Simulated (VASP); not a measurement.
# Fe: electric field gradients with PBEsol

Fe:

```
CELL_PARAMETERS angstrom
2.48284 0.00000 0.00000
-1.24142 2.15020 0.00000
0.00000 0.00000 3.84193
ATOMIC_POSITIONS crystal
Fe 0.33333 0.66667 0.25000
Fe 0.66667 0.33333 0.75000
```

This cell differs from its parent crystal: equal xx and yy strain of +2 %.

* Program: VASP 6.6.1
* Task: electric field gradients
* Functional: PBEsol
* Potentials or basis: VASP PAW PBE potentials, release 64 (Fe)
* Cutoff: 520 eV
* k mesh: 17 × 17 × 10
* Occupations: fermi-dirac, width 0.08 eV
* Spin: no spin polarisation
* Dipole correction: no
* Further INCAR settings: ALGO = Normal; EDIFF = 1e-08; NBANDS = 15

* Pressure: -12.7 GPa
* Band gap on the k mesh: zero (band 8 reaches 7.44 eV, above the bottom of band 9 at 5.68 eV)

Stress tensor (GPa, compression positive):
```
-15.50   0.00   0.00
  0.00 -15.50   0.00
  0.00   0.00  -7.04
```

Levels at points of the mesh, in eV from the Fermi level:
| k point | band 4 | band 5 | band 6 | band 7 | band 8 | band 9 | band 10 | band 11 | band 12 | band 13 |
| --- | --- | --- | --- | --- | --- | --- | --- | --- | --- | --- |
| (0.00, 0.00, 0.00) | -1.66 | -1.38 | -1.16 | -1.16 | -0.94 | -0.94 | 0.71 | 0.71 | 0.78 | 8.99 |
| (0.00, 0.00, 0.50) | -1.98 | -1.82 | -1.82 | -1.82 | -1.82 | 0.33 | 0.33 | 0.33 | 0.33 | 17.58 |

Electric field gradients, principal values (V/Å²):
```csv
atom,least,middle,greatest (by size)
1 Fe,6.129,6.131,-12.260
2 Fe,6.129,6.131,-12.260
```

Run time: 46 s on 1 thread of Intel Xeon 6975P-C, on a shared host, peak memory 0.17 GiB.

Caveat: the cell differs from its parent crystal (equal xx and yy strain of +2 %); without QUAD_EFG the Cq values of the log hold for a quadrupole moment of 1 mb, not for the nuclei; the PAW data sets were made with another functional, which shifts forces and pressure a little; the run has no spin polarisation, though such a crystal can be magnetic. Spin polarisation is off, so any magnetic state and its effect on volume and gap are missing.
